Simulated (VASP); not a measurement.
# P (C2/m) in VASP: a series of runs

P is run at these levels: PBEsol; tasks: single point.

Everything below comes from runs of VASP 6.6.1. Logs are shortened: lines on timing, memory, paths and dates and some standing lists are left out, and cuts for length are marked.

## Step 1: The cell of the first run

The structure is monoclinic, space group C2/m (No. 12). The conventional cell has a = 9.033 Å, b = 7.972 Å, c = 5.162 Å, α = 90.00°, β = 90.49°, γ = 90.00°. Within 2.9 Å of P (site symmetry m) lie 3 P at 2.16 to 2.21 Å. P (site symmetry m) has 3 P at 2.16 to 2.17 Å within 2.9 Å. Within 2.9 Å of P (site symmetry 1) lie 3 P at 2.17 to 2.21 Å.

## Step 2: Single point, PBEsol (strain +0.000 along x and y, -0.025 along z)

INCAR

```
SYSTEM = P
PREC = Accurate
ENCUT = 520
EDIFF = 1E-6
ISMEAR = 0
SIGMA = 0.05
LREAL = .FALSE.
LASPH = .TRUE.
NELM = 60
ALGO = Normal
ISIF = 2
LWAVE = .FALSE.
LCHARG = .FALSE.
GGA = PS
NBANDS = 30
```

KPOINTS

```
regular mesh
0
G
  6 6 6
  0 0 0
```

POSCAR

```
P
1.0
    4.5164988030     -3.9859026526     -0.0094185371
    4.5164988030      3.9859026526     -0.0094185371
   -0.0334229708      0.0000000000      5.1619054080
P
8
Direct
    0.8512742797      0.8512742797      0.2375644293
    0.1487257203      0.1487257203      0.7624355707
    0.7191783959      0.7191783959      0.5855434286
    0.2808216041      0.2808216041      0.4144565714
    0.5015958456      0.7783891987      0.2493767515
    0.2216108013      0.4984041544      0.7506232485
    0.4984041544      0.2216108013      0.7506232485
    0.7783891987      0.5015958456      0.2493767515
```

Potentials or basis: VASP PAW PBE potentials, release 64 (P).

Command:

```bash
$ cat potpaw_PBE.64/P/POTCAR > POTCAR
$ mpirun -np 1 vasp_std > vasp.out
```

OUTCAR:

```text
SYSTEM = P
   PREC = Accurate
   ENCUT = 520
   EDIFF = 1E-6
   ISMEAR = 0
   LREAL = .FALSE.
   LASPH = .TRUE.
   NELM = 60
   ISIF = 2
   GGA = PS

 ion  position               nearest neighbor table
   1  0.851  0.851  0.238-   3 2.16   5 2.21   8 2.21
   2  0.149  0.149  0.762-   4 2.16   6 2.21   7 2.21
   3  0.719  0.719  0.586-   1 2.16   5 2.17   8 2.17
   4  0.281  0.281  0.414-   2 2.16   6 2.17   7 2.17
   5  0.502  0.778  0.249-   3 2.17   1 2.21   8 2.21
   6  0.222  0.498  0.751-   4 2.17   2 2.21   7 2.21
   7  0.498  0.222  0.751-   4 2.17   2 2.21   6 2.21
   8  0.778  0.502  0.249-   3 2.17   1 2.21   5 2.21

  LATTYP: Found a base centered monoclinic cell.
 ALAT       =     9.0330172470
 B/A-ratio  =     0.8825185525
 C/A-ratio  =     0.5714606174
 COS(beta)  =    -0.0085600934

  Lattice vectors:

 A1 = (   4.5164988030,  -3.9859026526,  -0.0094185371)
 A2 = (   4.5164988030,   3.9859026526,  -0.0094185371)
 A3 = (  -0.0334229708,   0.0000000000,   5.1619054080)

Analysis of symmetry for initial positions (statically):
=====================================================================
 Subroutine PRICEL returns:
 Original cell was already a primitive cell.

 Routine SETGRP: Setting up the symmetry group for a
 base centered monoclinic supercell.

 Subroutine GETGRP returns: Found  4 space group operations
 (whereof  4 operations were pure point group operations)
 out of a pool of  4 trial point group operations.

The static configuration has the point symmetry C_2h.

Analysis of symmetry for dynamics (positions and initial velocities):
=====================================================================
 Subroutine PRICEL returns:
 Original cell was already a primitive cell.

 Routine SETGRP: Setting up the symmetry group for a
 base centered monoclinic supercell.

 Subroutine GETGRP returns: Found  4 space group operations
 (whereof  4 operations were pure point group operations)
 out of a pool of  4 trial point group operations.

The dynamic configuration has the point symmetry C_2h.

 Subroutine INISYM returns: Found  4 space group operations
 (whereof  4 operations are pure point group operations),
 and found     1 'primitive' translations

----------------------------------------------------------------------------------------

                                     Primitive cell

  volume of cell :     185.8501

  direct lattice vectors                    reciprocal lattice vectors
     4.516498803 -3.985902653 -0.009418537     0.110706716 -0.125442100  0.000716818
     4.516498803  3.985902653 -0.009418537     0.110706716  0.125442100  0.000716818
    -0.033422971  0.000000000  5.161905408     0.000403996  0.000000000  0.193729529

  length of vectors
     6.023808604  6.023808604  5.162013613     0.167308731  0.167308731  0.193729950

  position of ions in fractional coordinates (direct lattice)
     0.851274280  0.851274280  0.237564429
     0.148725720  0.148725720  0.762435571
     0.719178396  0.719178396  0.585543429
     0.280821604  0.280821604  0.414456571
     0.501595846  0.778389199  0.249376752
     0.221610801  0.498404154  0.750623248
     0.498404154  0.221610801  0.750623248
     0.778389199  0.501595846  0.249376752

  ion indices of the primitive-cell ions
   primitive index   ion index
                 1           1
                 2           2
                 3           3
                 4           4
                 5           5
                 6           6
                 7           7
                 8           8

----------------------------------------------------------------------------------------

 KPOINTS: regular mesh

Automatic generation of k-mesh.
 Grid dimensions read from file:
 generate k-points for:    6    6    6

 Generating k-lattice:

  Cartesian coordinates                     Fractional coordinates (reciprocal lattice)
     0.018451119 -0.020907017  0.000119470     0.166666667 -0.000000000  0.000000000
     0.018451119  0.020907017  0.000119470    -0.000000000  0.166666667  0.000000000
     0.000067333  0.000000000  0.032288255     0.000000000  0.000000000  0.166666667

  Length of vectors
     0.027884788  0.027884788  0.032288325

  Shift w.r.t. Gamma in fractional coordinates (k-lattice)
     0.000000000  0.000000000  0.000000000

 Subroutine IBZKPT returns following result:
 ===========================================

 Found     68 irreducible k-points:

 Following reciprocal coordinates:
            Coordinates               Weight
  0.000000  0.000000  0.000000      1.000000
  0.166667 -0.000000  0.000000      4.000000
  0.333333 -0.000000  0.000000      4.000000
  0.500000  0.000000  0.000000      2.000000
  0.166667  0.166667  0.000000      2.000000
  0.333333  0.166667  0.000000      4.000000
[... 16 lines left out ...]
 -0.333333  0.166667  0.166667      4.000000
 -0.166667  0.166667  0.166667      4.000000
 [... further k-points ...]
   k-points           NKPTS =     68   k-points in BZ     NKDIM =     68   number of bands    NBANDS=     30
   number of dos      NEDOS =    301   number of ions     NIONS =      8
   total plane-waves  NPLWV =  92160
   dimension x,y,z NGX =    48 NGY =   48 NGZ =   40
   dimension x,y,z NGXF=    96 NGYF=   96 NGZF=   80
   ions per type =               8
   NGX,Y,Z   is equivalent  to a cutoff of  13.25, 13.25, 12.88 a.u.
   NGXF,Y,Z  is equivalent  to a cutoff of  26.49, 26.49, 25.76 a.u.
 SYSTEM =  P
   PREC   = accura    normal or accurate (medium, high low for compatibility)
   ISTART =      0    job   : 0-new  1-cont  2-samecut
   ICHARG =      2    charge: 1-file 2-atom 10-const
   ISPIN  =      1    spin polarized calculation?
   LNONCOLLINEAR =      F non collinear calculations
   LSORBIT =      F    spin-orbit coupling
   LASPH  =      T    aspherical Exc in radial PAW
   ENCUT  =  520.0 eV  38.22 Ry    6.18 a.u.  11.20 11.20  9.60*2*pi/ulx,y,z
   NELM   =     60;   NELMIN=  2; NELMDL= -5     # of ELM steps
   EDIFF  = 0.1E-05   stopping-criterion for ELM
   LREAL  =      F    real-space projection
   EDIFFG = 0.1E-04   stopping-criterion for IOM
   NSW    =      0    number of steps for IOM
   IBRION =     -1    ionic relax: 0-MD 1-quasi-New 2-CG
   NFREE  =      0    steps in history (QN), initial steepest desc. (CG)
   ISIF   =      2    stress and relaxation
   ISYM   =      2    0-nonsym 1-usesym 2-fastsym
   POTIM  = 0.5000    time-step for ionic-motion
   TEBEG  =    0.0;   TEEND  =   0.0 temperature during run
   PSTRESS=    0.0 pullay stress
   NELECT =      40.0000    total number of electrons
   NUPDOWN=      -1.0000    fix difference up-down
   EMIN   =  10.00;   EMAX   =-10.00  energy-range for DOS
   EFERMI =   0.00;   METHOD = LEGACY
   ISMEAR =     0;   SIGMA  =   0.05  broadening in eV -4-tet -1-fermi 0-gaus
   EFERMI_NEDOS =   21; number of points for ismear=-14 and -15
   IALGO  =     38    algorithm
   IMIX   =      4    mixing-type and parameters
     AMIX     =   0.40;   BMIX     =  1.00
     AMIX_MAG =   1.60;   BMIX_MAG =  1.00
  volume/ion in A,a.u.               =      23.23       156.77
  Fermi-wavevector in a.u.,A,eV,Ry     =   0.981086  1.853984 13.096022  0.962530
  Thomas-Fermi vector in A             =   2.112066
   LORBIT       =      0    0 simple, 1 ext, 2 COOP (PROOUT), +10 PAW based schemes
   GGA     = PS    functional components
   LHFCALC =     F    Hartree Fock is set to
   AEXX    =    0.0000 exact exchange contribution
   IVDW    =     0    specifies the selected vdW correction
   LEPSILON=     F    determine dielectric tensor
   LRPA    =     F    only Hartree local field effects (RPA)
 non-spin polarized calculation
 Gauss-broadening in eV      SIGMA  =   0.05
  energy-cutoff  :      520.00
  volume of cell :      185.85
 maximum number of plane-waves:      5046
 NGX is ok and might be reduce to    48
   NGX = 23   NGY = 23   NGZ = 19

 number of electron      40.0000000 magnetization

 Free energy of the ion-electron system (eV)
  ---------------------------------------------------
  ext. energy  EPLUGINS =         0.00000000
  ---------------------------------------------------
  free energy    TOTEN  =       -44.43864116 eV

  energy without entropy =      -44.43864116  energy(sigma->0) =      -44.43864116

 E-fermi :   2.9848     XC(G=0):  -8.9972

 val. band max:        2.7798800963   @ k =   0.5000   0.0000   0.5000
 cond. band min:       4.8622640259   @ k =   0.0000   0.0000   0.0000
 fundamental gap:      2.0823839297
 Fermi energy:         2.9847746803

 k-point     1 :       0.0000    0.0000    0.0000
  band No.  band energies     occupation
      1     -12.0652      2.00000
      2     -11.6160      2.00000
      3      -5.4842      2.00000
      4      -5.2857      2.00000
      5      -4.8588      2.00000
      6      -4.7071      2.00000
[... 22 lines left out ...]
     29       8.8897      0.00000
     30       9.2652      0.00000

 k-point     2 :       0.1667   -0.0000    0.0000
  band No.  band energies     occupation
      1     -12.0376      2.00000
      2     -11.6423      2.00000
      3      -5.4910      2.00000
      4      -5.2943      2.00000
      5      -4.8774      2.00000
      6      -4.7885      2.00000
[... 22 lines left out ...]
     29       8.5783      0.00000
     30       9.2127      0.00000

 k-point     3 :       0.3333   -0.0000    0.0000
  band No.  band energies     occupation
      1     -11.9657      2.00000
      2     -11.7118      2.00000
      3      -5.5193      2.00000
      4      -5.2582      2.00000
      5      -5.0290      2.00000
      6      -4.8494      2.00000
[... 22 lines left out ...]
     29       8.1544      0.00000
     30       8.7397      0.00000

 k-point     4 :       0.5000    0.0000    0.0000
  band No.  band energies     occupation
      1     -11.9055      2.00000
      2     -11.7709      2.00000
      3      -5.5215      2.00000
      4      -5.2698      2.00000
      5      -5.0722      2.00000
      6      -4.8818      2.00000
[... 22 lines left out ...]
     29       8.3277      0.00000
     30       8.6100      0.00000

 k-point     5 :       0.1667    0.1667    0.0000
  band No.  band energies     occupation
      1     -12.0254      2.00000
      2     -11.6485      2.00000
      3      -5.6306      2.00000
      4      -5.1930      2.00000
      5      -5.0438      2.00000
      6      -4.6010      2.00000
[... 22 lines left out ...]
     29       8.5636      0.00000
     30       8.7989      0.00000
[... 526 lines left out ...]
     29       8.0168      0.00000
     30       8.2480      0.00000

 k-point    22 :       0.5000    0.1667    0.1667
  band No.  band energies     occupation
      1     -11.8736      2.00000
      2     -11.7597      2.00000
      3      -5.6895      2.00000
      4      -5.4194      2.00000
      5      -5.0633      2.00000
      6      -4.8972      2.00000
[... 22 lines left out ...]
     29       7.7977      0.00000
     30       8.5728      0.00000

 k-point    23 :      -0.3333    0.1667    0.1667
  band No.  band energies     occupation
      1     -11.8998      2.00000
      2     -11.7397      2.00000
      3      -5.5962      2.00000
      4      -5.3389      2.00000
      5      -5.2654      2.00000
      6      -4.7421      2.00000
[... 22 lines left out ...]
     29       8.0890      0.00000
     30       8.3907      0.00000

 k-point    24 :      -0.1667    0.1667    0.1667
  band No.  band energies     occupation
      1     -11.9703      2.00000
      2     -11.6763      2.00000
      3      -5.4545      2.00000
      4      -5.4009      2.00000
      5      -5.1254      2.00000
      6      -4.8683      2.00000
[... 22 lines left out ...]
     29       8.2382      0.00000
     30       8.7350      0.00000

 [... further k-points ...]

------------------------ aborting loop because EDIFF is reached ----------------------------------------

  FORCE on cell =-STRESS in cart. coord.  units (eV):
  Direction    XX          YY          ZZ          XY          YZ          ZX
  --------------------------------------------------------------------------------------
  -------------------------------------------------------------------------------------
  Total        0.5516517      0.4425175      4.0956306      0.0000000      0.0000000      0.0634894
  in kB        4.7556819      3.8148571     35.3076331      0.0000000      0.0000000      0.5473301
  external PRESSURE =      14.6260574 kB  Pullay stress =       0.0000000 kB

 VOLUME and BASIS-vectors are now :
 -----------------------------------------------------------------------------
  energy-cutoff  :      520.00
  volume of cell :      185.85
      direct lattice vectors                 reciprocal lattice vectors
     4.516498803 -3.985902653 -0.009418537     0.110706716 -0.125442100  0.000716818
     4.516498803  3.985902653 -0.009418537     0.110706716  0.125442100  0.000716818
    -0.033422971  0.000000000  5.161905408     0.000403996  0.000000000  0.193729529

 POSITION                                       TOTAL-FORCE (eV/Angst)
 -----------------------------------------------------------------------------------
      7.68162      0.00000      1.21025         0.092383      0.000000     -0.338049
      1.31796      0.00000      3.93282        -0.092383      0.000000      0.338049
      6.47677      0.00000      3.00897         0.011080      0.000000      0.982784
      2.52281      0.00000      2.13410        -0.011080      0.000000     -0.982784
      5.77272      1.10327      1.27520        -0.049588      0.059032     -0.299347
      3.22686      1.10327      3.86786         0.049588      0.059032      0.299347
      3.22686     -1.10327      3.86786         0.049588     -0.059032      0.299347
      5.77272     -1.10327      1.27520        -0.049588     -0.059032     -0.299347
 -----------------------------------------------------------------------------------
    total drift:                                0.000000     -0.000000      0.000000

  FREE ENERGIE OF THE ION-ELECTRON SYSTEM (eV)
  ---------------------------------------------------
  free  energy   TOTEN  =       -44.4386411618 eV

  energy  without entropy=      -44.4386411618  energy(sigma->0) =      -44.43864116
```

Wall time 3 min (1 thread of Intel Xeon 6975P-C (Granite Rapids), shared host); peak memory 0.43 GiB.

What came out:

```
Free energy            : -44.4386 eV
Pressure               : 1.5 GPa
Largest force          : 0.983 eV/Å
Band gap on the k mesh : 2.08 eV (least direct gap 2.48 eV)
```

Forces on the atoms (eV/Å):
```
P    0.092  0.000 -0.338
P   -0.092  0.000  0.338
P    0.011  0.000  0.983
P   -0.011  0.000 -0.983
P   -0.050  0.059 -0.299
P    0.050  0.059  0.299
P    0.050 -0.059  0.299
P   -0.050 -0.059 -0.299
```

Levels at points of the mesh, in eV from the valence-band top:
```csv
k point,band 17,band 18,band 19,band 20,band 21,band 22,band 23,band 24
"(0.00, 0.00, 0.00)",-0.88,-0.82,-0.67,-0.61,2.08,3.01,3.12,3.16
"(0.50, 0.00, 0.00)",-0.90,-0.74,-0.62,-0.52,2.79,2.90,3.44,3.45
"(0.50, 0.50, 0.00)",-1.05,-0.90,-0.42,-0.38,2.59,3.09,3.22,3.26
"(0.00, 0.00, 0.50)",-0.89,-0.77,-0.55,-0.44,3.68,3.70,3.91,4.25
"(0.50, 0.00, 0.50)",-0.81,-0.57,-0.27,0.00,2.76,3.21,3.66,3.70
"(0.50, 0.50, 0.50)",-0.91,-0.69,-0.57,-0.50,2.87,2.88,3.05,3.38
```

Caveat: the cell differs from its parent crystal (strain +0.000 along x and y, -0.025 along z); this functional lacks dispersion, which holds the molecules together, so the pressure and a relaxed volume are unreliable; the PAW data sets were made with another functional, which shifts forces and pressure a little. A k mesh can miss the band edges.

## Step 3: Single point, PBEsol (strain -0.025 along x and y, +0.050 along z)

INCAR

```
SYSTEM = P
ALGO = Normal
EDIFF = 1E-6
ENCUT = 520
GGA = PS
ISIF = 2
ISMEAR = 0
LASPH = .True.
LCHARG = .False.
LREAL = .False.
LWAVE = .False.
NBANDS = 30
NELM = 60
PREC = Accurate
SIGMA = 0.05
```

KPOINTS

```
k-points
0
Gamma
  6 6 6
  0 0 0
```

Changes to POSCAR since step 2:

```diff
@@ -2,5 +2,5 @@
 1.0
-    4.5164988030     -3.9859026526     -0.0094185371
-    4.5164988030      3.9859026526     -0.0094185371
-   -0.0334229708      0.0000000000      5.1619054080
+    4.4035863329     -3.8862550863     -0.0101430400
+    4.4035863329      3.8862550863     -0.0101430400
+   -0.0325873965      0.0000000000      5.5589750547
 P
```

Potentials or basis: VASP PAW PBE potentials, release 64 (P).

Command:

```bash
$ cat potpaw_PBE.64/P/POTCAR > POTCAR
$ mpirun -np 1 vasp_std > vasp.out
```

Run time: 3.2 min. Hardware: 1 thread of Intel Xeon 6975P-C (Granite Rapids), shared host; peak memory 0.44 GiB.

Results (log left out):

```
Free energy            : -44.2329 eV
Pressure               : 0.3 GPa
Largest force          : 1.632 eV/Å
Band gap on the k mesh : 1.97 eV (least direct gap 2.42 eV)
```

Forces on the atoms (eV/Å):
```
P    0.890  0.000  0.511
P   -0.890  0.000 -0.511
P   -0.005  0.000 -1.632
P    0.005  0.000  1.632
P   -0.444  0.794  0.478
P    0.444  0.794 -0.478
P    0.444 -0.794 -0.478
P   -0.444 -0.794  0.478
```

Stress tensor (GPa, compression positive):
```
 3.07  0.00 -0.20
 0.00  3.32  0.00
-0.20  0.00 -5.50
```

Levels at points of the mesh, in eV from the valence-band top:
| k point | band 17 | band 18 | band 19 | band 20 | band 21 | band 22 | band 23 | band 24 |
| --- | --- | --- | --- | --- | --- | --- | --- | --- |
| (0.00, 0.00, 0.00) | -0.94 | -0.89 | -0.85 | -0.58 | 1.97 | 2.82 | 2.89 | 2.98 |
| (0.50, 0.00, 0.00) | -0.94 | -0.71 | -0.64 | -0.50 | 2.75 | 2.91 | 3.28 | 3.41 |
| (0.50, 0.50, 0.00) | -1.01 | -0.99 | -0.40 | -0.39 | 2.81 | 3.03 | 3.09 | 3.22 |
| (0.00, 0.00, 0.50) | -1.42 | -1.08 | -0.60 | -0.56 | 2.90 | 3.37 | 3.49 | 3.66 |
| (0.50, 0.00, 0.50) | -0.76 | -0.51 | -0.25 | 0.00 | 2.44 | 2.76 | 3.60 | 3.74 |
| (0.50, 0.50, 0.50) | -0.84 | -0.80 | -0.78 | -0.77 | 2.73 | 2.87 | 3.11 | 3.15 |

Caveat: the cell differs from its parent crystal (strain -0.025 along x and y, +0.050 along z); this functional lacks dispersion, which holds the molecules together, so the pressure and a relaxed volume are unreliable; the PAW data sets were made with another functional, which shifts forces and pressure a little.
